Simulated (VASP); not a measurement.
# Cu12F in VASP: single point with PBE

Aim: the single point of Cu12F with PBE.

All numbers are computed with VASP 6.6.1; they aren't measurements. Logs are shortened: lines on timing, memory, paths and dates and some standing lists are left out, and cuts for length are marked.

## 1. The cell of the first run

The cell holds a slab with vacuum, 26 atoms: a = 5.105 Å, b = 7.658 Å, c = 20.415 Å, α = 90.00°, β = 90.00°, γ = 90.00°.

## 2. Single point, PBE

INCAR reads:

```
PREC = Accurate ; ENCUT = 520
EDIFF = 1E-6 ; ISMEAR = -1
SIGMA = 0.15 ; LREAL = Auto
LASPH = T ; NELM = 60
ALGO = Normal ; ISIF = 2
LWAVE = F ; LCHARG = F
GGA = PE ; NBANDS = 158
```

KPOINTS reads:

```
regular mesh
0
Gamma
  2 2 1
```

POSCAR reads:

```
Cu12F
1.0
    5.1053110000      0.0000000000      0.0000000000
    0.0000000000      7.6579660000      0.0000000000
    0.0000000000      0.0000000000     20.4150000000
Cu F
24 2
Direct
    0.2499945645      0.1666630539      0.0489835905
    0.7500032809      0.1666630539      0.0489835905
    0.2499945645      0.5000022199      0.0489835905
    0.7500032809      0.5000022199      0.0489835905
    0.2499945645      0.8333283277      0.0489835905
    0.7500032809      0.8333283277      0.0489835905
   -0.0125163776     -0.0055106016      0.1329953466
    0.4911747786     -0.0119614007      0.1361253980
   -0.0152782073      0.3316677039      0.1324957139
    0.5034756942      0.3426758489      0.1400832721
   -0.0155132567      0.6588955866      0.1312221406
    0.4775419166      0.6576942232      0.1375802106
    0.2821179748      0.1714815657      0.2282733284
    0.7691598024      0.1754251716      0.2222189566
    0.2154227235      0.4904435460      0.2280382072
    0.7689247531      0.5266933805      0.2149987754
    0.2284875495      0.8210535278      0.2305657605
    0.7237756916      0.8132054909      0.2271809944
    0.0478717163     -0.0760254094      0.3250012246
    0.5673895283     -0.0014886459      0.3243791330
    0.0457562722      0.3375047630      0.3473377419
    0.5684864252      0.3749167860      0.3052657360
   -0.1771096805      0.6551609135      0.3254420769
    0.3764511114      0.6398957634      0.3319568944
    0.4078497862      1.0951471970      0.4031398482
    1.1857847641      0.6188196709      0.4138525594
```

Potentials or basis: VASP PAW PBE potentials, release 64 (Cu, F).

Started as:

```console
> cat potpaw_PBE.64/Cu/POTCAR potpaw_PBE.64/F/POTCAR > POTCAR
> mpirun -np 1 vasp_std > vasp.out
```

OUTCAR:

```text
PREC = Accurate
   ENCUT = 520
   EDIFF = 1E-6
   ISMEAR = -1
   LREAL = Auto
   LASPH = T
   NELM = 60
   ISIF = 2
   GGA = PE

 ion  position               nearest neighbor table
   1  0.250  0.167  0.049-   9 2.52   7 2.54   2 2.55   5 2.55   3 2.55   2 2.55   8 2.56  10 2.64

   2  0.750  0.167  0.049-   9 2.44   7 2.48   1 2.55   6 2.55   4 2.55   1 2.55   8 2.60  10 2.62

   3  0.250  0.500  0.049-  12 2.47  11 2.48   9 2.53   5 2.55   4 2.55   1 2.55   4 2.55  10 2.57

   4  0.750  0.500  0.049-  11 2.39   9 2.45  10 2.55   6 2.55   3 2.55   2 2.55   3 2.55  12 2.58

   5  0.250  0.833  0.049-   8 2.47   7 2.50  12 2.54  11 2.54   3 2.55   6 2.55   1 2.55   6 2.55

   6  0.750  0.833  0.049-   7 2.44  11 2.46   8 2.51   4 2.55   5 2.55   2 2.55   5 2.55  12 2.65

   7  0.987  0.994  0.133-   6 2.44   2 2.48   5 2.50   8 2.54   1 2.54  14 2.55  11 2.57   8 2.57
                             9 2.58  17 2.69  18 2.73
   8  0.491  0.988  0.136-   5 2.47   6 2.51  12 2.53   7 2.54   1 2.56   7 2.57  13 2.58  18 2.58
                             2 2.60  17 2.67  14 2.68  10 2.72
   9  0.985  0.332  0.132-   2 2.44  14 2.45   4 2.45  10 2.46  11 2.51  16 2.51   1 2.52   3 2.53
                             7 2.58  15 2.58  10 2.65  13 2.76
  10  0.503  0.343  0.140-  12 2.42   9 2.46  16 2.48  13 2.50  14 2.51   4 2.55   3 2.57  15 2.58
                             2 2.62   1 2.64   9 2.65   8 2.72
  11  0.984  0.659  0.131-  16 2.27   4 2.39   6 2.46   3 2.48   9 2.51  12 2.52   5 2.54   7 2.57
                            12 2.59  15 2.64  18 2.65  17 2.68
  12  0.478  0.658  0.138-  16 2.39  10 2.42   3 2.47  18 2.52  11 2.52   8 2.53   5 2.54   4 2.58
                            11 2.59  17 2.60  15 2.62   6 2.65
  13  0.282  0.171  0.228-  15 2.47  14 2.49  10 2.50   8 2.58  14 2.62  22 2.65  17 2.70   9 2.76
                            20 2.78
  14  0.769  0.175  0.222-   9 2.45  13 2.49  22 2.50  10 2.51   7 2.55  13 2.62   8 2.68  20 2.69
                            16 2.69  18 2.79
  15  0.215  0.490  0.228-  16 2.31  13 2.47  17 2.53  24 2.55  22 2.55  10 2.58   9 2.58  12 2.62
                            11 2.64
  16  0.769  0.527  0.215-  18 2.22  11 2.27  15 2.31  12 2.39  22 2.41  23 2.48  10 2.48   9 2.51
                            14 2.69
  17  0.228  0.821  0.231-  19 2.28  18 2.53  15 2.53  18 2.58  24 2.60  12 2.60   8 2.67  11 2.68
                             7 2.69  13 2.70
  18  0.724  0.813  0.227-  16 2.22  23 2.40  12 2.52  17 2.53  20 2.57  17 2.58   8 2.58  11 2.65
                             7 2.73  19 2.73  14 2.79
  19  0.048  0.924  0.325-  17 2.28  23 2.36  20 2.52  20 2.71  18 2.73  24 2.75
  20  0.567  0.999  0.324-  25 1.95  19 2.52  18 2.57  14 2.69  19 2.71  13 2.78
  21  0.046  0.338  0.347-  22 2.60  23 2.72
  22  0.568  0.375  0.305-  24 2.32  16 2.41  14 2.50  23 2.54  15 2.55  21 2.60  13 2.65
  23  0.823  0.655  0.325-  24 2.29  19 2.36  18 2.40  16 2.48  22 2.54  21 2.72
  24  0.376  0.640  0.332-  26 1.94  23 2.29  22 2.32  15 2.55  17 2.60  19 2.75
  25  0.408  0.095  0.403-  20 1.95
  26  0.186  0.619  0.414-  24 1.94

  LATTYP: Found a simple orthorhombic cell.
 ALAT       =     5.1053110000
 B/A-ratio  =     1.4999999021
 C/A-ratio  =     3.9987769599

  Lattice vectors:

 A1 = (   5.1053110000,   0.0000000000,   0.0000000000)
 A2 = (   0.0000000000,   7.6579660000,   0.0000000000)
 A3 = (   0.0000000000,   0.0000000000,  20.4150000000)

Analysis of symmetry for initial positions (statically):
=====================================================================
 Subroutine PRICEL returns:
 Original cell was already a primitive cell.

 Routine SETGRP: Setting up the symmetry group for a
 simple orthorhombic supercell.

 Subroutine GETGRP returns: Found  1 space group operations
 (whereof  1 operations were pure point group operations)
 out of a pool of  8 trial point group operations.

The static configuration has the point symmetry C_1 .

Analysis of symmetry for dynamics (positions and initial velocities):
=====================================================================
 Subroutine PRICEL returns:
 Original cell was already a primitive cell.

 Routine SETGRP: Setting up the symmetry group for a
 simple orthorhombic supercell.

 Subroutine GETGRP returns: Found  1 space group operations
 (whereof  1 operations were pure point group operations)
 out of a pool of  8 trial point group operations.

The dynamic configuration has the point symmetry C_1 .

 Subroutine INISYM returns: Found  1 space group operations
 (whereof  1 operations are pure point group operations),
 and found     1 'primitive' translations

----------------------------------------------------------------------------------------

                                     Primitive cell

  volume of cell :     798.1509

  direct lattice vectors                    reciprocal lattice vectors
     5.105311000  0.000000000  0.000000000     0.195874453  0.000000000  0.000000000
     0.000000000  7.657966000  0.000000000     0.000000000  0.130582977  0.000000000
     0.000000000  0.000000000 20.415000000     0.000000000  0.000000000  0.048983590

  length of vectors
     5.105311000  7.657966000 20.415000000     0.195874453  0.130582977  0.048983590

  position of ions in fractional coordinates (direct lattice)
     0.249994564  0.166663054  0.048983591
     0.750003281  0.166663054  0.048983591
     0.249994564  0.500002220  0.048983591
     0.750003281  0.500002220  0.048983591
     0.249994564  0.833328328  0.048983591
     0.750003281  0.833328328  0.048983591
[... 18 lines left out ...]
     0.407849786  0.095147197  0.403139848
     0.185784764  0.618819671  0.413852559

  ion indices of the primitive-cell ions
   primitive index   ion index
                 1           1
                 2           2
                 3           3
                 4           4
                 5           5
                 6           6
[... 18 lines left out ...]
                25          25
                26          26

----------------------------------------------------------------------------------------

 KPOINTS: regular mesh

Automatic generation of k-mesh.
 Grid dimensions read from file:
 generate k-points for:    2    2    1

 Generating k-lattice:

  Cartesian coordinates                     Fractional coordinates (reciprocal lattice)
     0.097937227  0.000000000  0.000000000     0.500000000  0.000000000  0.000000000
     0.000000000  0.065291489  0.000000000     0.000000000  0.500000000  0.000000000
     0.000000000  0.000000000  0.048983590     0.000000000  0.000000000  1.000000000

  Length of vectors
     0.097937227  0.065291489  0.048983590

  Shift w.r.t. Gamma in fractional coordinates (k-lattice)
     0.000000000  0.000000000  0.000000000

 Subroutine IBZKPT returns following result:
 ===========================================

 Found      4 irreducible k-points:

 Following reciprocal coordinates:
            Coordinates               Weight
  0.000000  0.000000  0.000000      1.000000
  0.500000  0.000000  0.000000      1.000000
  0.000000  0.500000  0.000000      1.000000
  0.500000  0.500000  0.000000      1.000000
   k-points           NKPTS =      4   k-points in BZ     NKDIM =      4   number of bands    NBANDS=    158
   number of dos      NEDOS =    301   number of ions     NIONS =     26
   total plane-waves  NPLWV = 384000
   dimension x,y,z NGX =    40 NGY =   60 NGZ =  160
   dimension x,y,z NGXF=    80 NGYF=  120 NGZF=  320
   ions per type =              24   2
   NGX,Y,Z   is equivalent  to a cutoff of  13.03, 13.03, 13.03 a.u.
   NGXF,Y,Z  is equivalent  to a cutoff of  26.05, 26.05, 26.06 a.u.
 SYSTEM =  unknown system
   PREC   = accura    normal or accurate (medium, high low for compatibility)
   ISTART =      0    job   : 0-new  1-cont  2-samecut
   ICHARG =      2    charge: 1-file 2-atom 10-const
   ISPIN  =      1    spin polarized calculation?
   LNONCOLLINEAR =      F non collinear calculations
   LSORBIT =      F    spin-orbit coupling
   LASPH  =      T    aspherical Exc in radial PAW
   ENCUT  =  520.0 eV  38.22 Ry    6.18 a.u.   9.49 14.24 37.96*2*pi/ulx,y,z
   NELM   =     60;   NELMIN=  2; NELMDL= -5     # of ELM steps
   EDIFF  = 0.1E-05   stopping-criterion for ELM
   LREAL  =      T    real-space projection
   EDIFFG = 0.1E-04   stopping-criterion for IOM
   NSW    =      0    number of steps for IOM
   IBRION =     -1    ionic relax: 0-MD 1-quasi-New 2-CG
   NFREE  =      0    steps in history (QN), initial steepest desc. (CG)
   ISIF   =      2    stress and relaxation
   ISYM   =      2    0-nonsym 1-usesym 2-fastsym
   POTIM  = 0.5000    time-step for ionic-motion
   TEBEG  =    0.0;   TEEND  =   0.0 temperature during run
   PSTRESS=    0.0 pullay stress
   NELECT =     278.0000    total number of electrons
   NUPDOWN=      -1.0000    fix difference up-down
   EMIN   =  10.00;   EMAX   =-10.00  energy-range for DOS
   EFERMI =   0.00;   METHOD = LEGACY
   ISMEAR =    -1;   SIGMA  =   0.15  broadening in eV -4-tet -1-fermi 0-gaus
   EFERMI_NEDOS =   21; number of points for ismear=-14 and -15
   IALGO  =     38    algorithm
   IMIX   =      4    mixing-type and parameters
     AMIX     =   0.40;   BMIX     =  1.00
     AMIX_MAG =   1.60;   BMIX_MAG =  1.00
  volume/ion in A,a.u.               =      30.70       207.16
  Fermi-wavevector in a.u.,A,eV,Ry     =   1.151847  2.176675 18.051547  1.326751
  Thomas-Fermi vector in A             =   2.288502
   LORBIT       =      0    0 simple, 1 ext, 2 COOP (PROOUT), +10 PAW based schemes
   GGA     = PE    functional components
   LHFCALC =     F    Hartree Fock is set to
   AEXX    =    0.0000 exact exchange contribution
   IVDW    =     0    specifies the selected vdW correction
   LEPSILON=     F    determine dielectric tensor
   LRPA    =     F    only Hartree local field effects (RPA)
 non-spin polarized calculation
  energy-cutoff  :      520.00
  volume of cell :      798.15
 maximum number of plane-waves:     21553
 NGX is ok and might be reduce to    40
   NGX = 19   NGY = 29   NGZ = 75

 number of electron     277.9999897 magnetization

 Free energy of the ion-electron system (eV)
  ---------------------------------------------------
  ext. energy  EPLUGINS =         0.00000000
  ---------------------------------------------------
  free energy    TOTEN  =       -88.42897404 eV

  energy without entropy =      -87.63099234  energy(sigma->0) =      -88.02998319

 E-fermi :  -0.7471     XC(G=0):  -5.7071

 val. band max:       -0.7785740967   @ k =   0.0000   0.0000   0.0000
 cond. band min:      -0.7432455902   @ k =   0.5000   0.5000   0.0000
 fundamental gap:      0.0353285065
 Fermi energy:        -0.7471229494

 k-point     1 :       0.0000    0.0000    0.0000
  band No.  band energies     occupation
      1     -22.3743      2.00000
      2     -22.2252      2.00000
      3      -9.3915      2.00000
      4      -7.6594      2.00000
      5      -7.0085      2.00000
      6      -6.9763      2.00000
[... 143 lines left out ...]
    150       2.0511      0.00000
    151       2.2776      0.00000

 k-point     2 :       0.5000    0.0000    0.0000
  band No.  band energies     occupation
      1     -22.3735      2.00000
      2     -22.2245      2.00000
      3      -8.1009      2.00000
      4      -7.8648      2.00000
      5      -6.5650      2.00000
      6      -6.4072      2.00000
[... 143 lines left out ...]
    150       2.9943      0.00000
    151       3.0533      0.00000

 k-point     3 :       0.0000    0.5000    0.0000
  band No.  band energies     occupation
      1     -22.3741      2.00000
      2     -22.2254      2.00000
      3      -8.9102      2.00000
      4      -8.5412      2.00000
      5      -7.2641      2.00000
      6      -6.8239      2.00000
[... 143 lines left out ...]
    150       1.9755      0.00000
    151       2.1377      0.00000

 k-point     4 :       0.5000    0.5000    0.0000
  band No.  band energies     occupation
      1     -22.3733      2.00000
      2     -22.2246      2.00000
      3      -7.6985      2.00000
      4      -7.4124      2.00000
      5      -7.2720      2.00000
      6      -7.1232      2.00000
[... 143 lines left out ...]
    150       1.7348      0.00000
    151       1.9070      0.00000
 [bands above 151 left out]

------------------------ aborting loop because EDIFF is reached ----------------------------------------

  FORCE on cell =-STRESS in cart. coord.  units (eV):
  Direction    XX          YY          ZZ          XY          YZ          ZX
  --------------------------------------------------------------------------------------
  -------------------------------------------------------------------------------------
  Total       -6.3350119     -3.5521920      0.0498047     -0.7953664      0.7752236     -1.0396470
  in kB      -12.7166582     -7.1305331      0.0999761     -1.5965877      1.5561539     -2.0869473
  external PRESSURE =      -6.5824051 kB  Pullay stress =       0.0000000 kB

 VOLUME and BASIS-vectors are now :
 -----------------------------------------------------------------------------
  energy-cutoff  :      520.00
  volume of cell :      798.15
      direct lattice vectors                 reciprocal lattice vectors
     5.105311000  0.000000000  0.000000000     0.195874453  0.000000000  0.000000000
     0.000000000  7.657966000  0.000000000     0.000000000  0.130582977  0.000000000
     0.000000000  0.000000000 20.415000000     0.000000000  0.000000000  0.048983590

 POSITION                                       TOTAL-FORCE (eV/Angst)
 -----------------------------------------------------------------------------------
      1.27630      1.27630      1.00000         0.112571      0.045715      0.035009
      3.82900      1.27630      1.00000        -0.288178     -0.040309     -0.185752
      1.27630      3.82900      1.00000         0.039361     -0.180995     -0.316486
      3.82900      3.82900      1.00000        -0.337877     -0.108340     -0.516836
      1.27630      6.38160      1.00000        -0.025303     -0.105706     -0.242970
      3.82900      6.38160      1.00000        -0.267279     -0.091660     -0.360349
[... 18 lines left out ...]
      2.08220      0.72863      8.23010        -0.144453     -0.070516     -0.968403
      0.94849      4.73890      8.44880        -0.215521     -0.197852     -0.702378
 -----------------------------------------------------------------------------------
    total drift:                                0.002816     -0.010418     -0.018274

  FREE ENERGIE OF THE ION-ELECTRON SYSTEM (eV)
  ---------------------------------------------------
  free  energy   TOTEN  =       -88.4289740408 eV

  energy  without entropy=      -87.6309923411  energy(sigma->0) =      -88.02998319
```

It took 33 min on 1 thread of Intel Xeon Platinum 8259CL at 2.50GHz (Skylake/Cascade Lake), shared host; peak memory 0.92 GiB.

Results:

```yaml
Free_energy: -88.4290 eV
Largest_force: 2.427 eV/Å
Band_gap_on_the_k_mesh: zero (bands 139 and 140 overlap by 0.51 eV)
```

Forces in eV/Å, atoms in the order of the input:
```
Cu   0.113  0.046  0.035
Cu  -0.288 -0.040 -0.186
Cu   0.039 -0.181 -0.316
Cu  -0.338 -0.108 -0.517
Cu  -0.025 -0.106 -0.243
Cu  -0.267 -0.092 -0.360
Cu   0.345  0.086  0.594
Cu  -0.007  0.343  0.314
Cu   0.827 -0.220  0.137
Cu  -0.494 -0.642 -0.421
Cu   0.700  0.889 -0.150
Cu  -0.159  0.680 -0.369
Cu  -0.505 -0.512  0.439
Cu   0.315 -0.493  0.745
Cu   0.777 -0.059  0.380
Cu  -0.897 -1.970  1.097
Cu   0.306 -0.037 -0.817
Cu  -0.013  2.150  0.368
Cu   0.089  1.205  0.522
Cu  -0.345  0.096  0.090
Cu   0.280  0.157 -0.733
Cu   0.127 -1.119  0.221
Cu   1.232 -0.622  0.352
Cu  -1.452  0.818  0.487
F   -0.144 -0.071 -0.968
F   -0.216 -0.198 -0.702
```

Levels at points of the mesh, in eV from the Fermi level:
```csv
k point,band 136,band 137,band 138,band 139,band 140,band 141,band 142,band 143
"(0.00, 0.00, 0.00)",-0.35,-0.30,-0.19,-0.10,-0.03,0.23,0.98,1.29
"(0.50, 0.00, 0.00)",-1.07,-0.80,-0.54,-0.51,-0.31,-0.21,-0.12,1.09
"(0.00, 0.50, 0.00)",-0.30,-0.08,0.08,0.20,0.22,0.32,0.66,0.76
"(0.50, 0.50, 0.00)",-0.95,-0.36,-0.17,0.00,0.15,0.73,0.79,0.87
```

Caveat: the k points lie up to 0.62 Å⁻¹ apart, too coarse for converged energies and pressures of a metal; there is no dipole correction, which matters where the two faces differ.

The gap in the log of VASP goes by the Fermi energy; the results here count the filled bands.